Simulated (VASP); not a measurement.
Set up this calculation in VASP 6.6.1, as the native input.

- Task: relaxation of cell and atoms
- Functional: r2SCAN
- Potentials or basis: VASP PAW PBE potentials, release 64 (Al)
- Cutoff: 600 eV
- k mesh: 18 × 18 × 18
- Occupations: gaussian, width 0.1 eV
- Spin: no spin polarisation
- Dipole correction: no
- Further INCAR settings: ALGO = Normal; EDIFF = 1e-06; IBRION = 2; EDIFFG = -0.005; NSW = 100; ISIF = 3

Al:

```
Al
1.0
     0.00000   -2.02398   -2.02398
     2.02398    0.00000   -2.02398
     2.02398   -2.02398    0.00000
Al
1
Direct
  0.00000 0.00000 0.00000
```

One way to write it, as run:

POSCAR

```
Al
1.0
    0.0000000000     -2.0239800000     -2.0239800000
    2.0239800000      0.0000000000     -2.0239800000
    2.0239800000     -2.0239800000      0.0000000000
Al
1
Direct
    0.0000000000      0.0000000000      0.0000000000
```

INCAR.step1

```
PREC = Accurate ; ENCUT = 600
ISMEAR = 0 ; SIGMA = 0.1
LREAL = False ; LASPH = True
NELM = 80 ; GGA = PE
ALGO = Normal ; EDIFF = 1E-4
LWAVE = True ; LCHARG = False
```

INCAR.step2

```
PREC = Accurate ; ENCUT = 600
EDIFF = 1E-6 ; ISMEAR = 0
SIGMA = 0.1 ; LREAL = False
LASPH = True ; NELM = 80
ALGO = Normal ; ISIF = 3
LWAVE = False ; LCHARG = False
METAGGA = R2SCAN ; LMIXTAU = True
IBRION = 2 ; NSW = 100
EDIFFG = -0.005 ; ISTART = 1
```

KPOINTS

```
regular mesh
0
Gamma
  18 18 18
```

Potentials or basis: VASP PAW PBE potentials, release 64 (Al).

Launch:

```sh
$ cat potpaw_PBE.64/Al/POTCAR > POTCAR
$ cp INCAR.step1 INCAR
$ mpirun -np 1 vasp_std > vasp.out
$ cp INCAR.step2 INCAR
$ mpirun -np 1 vasp_std > vasp.out
```

Results of the run:

The relaxed volume is 15.84 Å³/atom. The relaxed cell is a = 2.819 Å, b = 2.819 Å, c = 2.819 Å, α = 60.00°, β = 60.00°, γ = 60.00°. The space group after relaxing (to 0.05 Å) is Fm-3m (No. 225). The energy gained by relaxing is 9.2 meV/atom and the ionic steps are 3. The pressure after relaxing is 0.0 GPa.

Caveat: the PAW data sets were made with another functional, which shifts forces and pressure a little.

Run time: 73 s on 1 thread of Intel Xeon 6975P-C, on a shared host, peak memory 0.16 GiB.
